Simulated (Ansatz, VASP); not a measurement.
# Tl: VASP beside Ansatz

POSCAR

```
Tl
1.0
    3.4560000000      0.0000000000      0.0000000000
   -1.7280000000      2.9929837955      0.0000000000
    0.0000000000      0.0000000000      5.5250000000
Tl
2
Direct
    0.3333333333      0.6666666667      0.2500000000
    0.6666666667      0.3333333333      0.7500000000
```

INCAR.step1

```
SYSTEM = Tl
ALGO = Normal
EDIFF = 1E-4
ENCUT = 520
GGA = PE
ISMEAR = 0
LASPH = .True.
LCHARG = .False.
LREAL = .False.
LWAVE = .True.
NBANDS = 20
NELM = 80
PREC = Accurate
SIGMA = 0.05
```

INCAR.step2

```
SYSTEM = Tl
ALGO = Normal
EDIFF = 1E-6
ENCUT = 520
ISIF = 2
ISMEAR = 0
ISTART = 1
LASPH = .True.
LCHARG = .False.
LMIXTAU = .True.
LREAL = .False.
LWAVE = .False.
METAGGA = R2SCAN
NBANDS = 20
NELM = 80
PREC = Accurate
SIGMA = 0.05
```

File KPOINTS:

```
k-points
0
Gamma
  12 12 6
  0 0 0
```

Input for Ansatz:

```yaml
crystal:
  lattice:
    - [3.456, 0.0, 0.0]
    - [-1.728, 2.9929837955, 0.0]
    - [0.0, 0.0, 5.525]
  atoms:
    - { symbol: Tl, position: [0.3333333333, 0.6666666667, 0.25] }
    - { symbol: Tl, position: [0.6666666667, 0.3333333333, 0.75] }
basis:
  ecutwfc: 500
  fft_grid_basis: typed
kpoints:
  mp_grid: { grid: [12, 12, 6] }
hamiltonian:
  xc: r2scan
  pseudopotentials: { kind: paw }
scf:
  occupations: { method: gaussian, width: 0.05 }
output:
  forces: true
  stress: true
  eigenvalues: true
  bader: true
  write_density: true
  volumetric_format: npy
  elf: true
```

Alike in both runs: task single point; functional r2SCAN; k mesh 12 × 12 × 6; occupations gaussian, width 0.05 eV; no spin polarisation.

|  | VASP | Ansatz |
| --- | --- | --- |
| version | VASP 6.6.1 | Ansatz 0.2.0 |
| potentials or method | VASP PAW PBE potentials, release 64 (Tl_d), cutoff 520 eV | scalar-relativistic, plane waves, PAW |
| valence electrons in the cell | 26 | 26 |

```tsv
	VASP	Ansatz	Ansatz less VASP
gap on the k mesh at the Fermi level (eV)	none	none	-
pressure (GPa)	2.0	2.0	+0.02
traceless stress, the component that is largest in VASP (GPa)	-0.58	-0.58	+0.001
```

VASP's potentials were made for PBE, not for r2SCAN. A gap of «none» marks a metal or a gap that the smearing closes.

Neither program's run includes spin-orbit coupling.
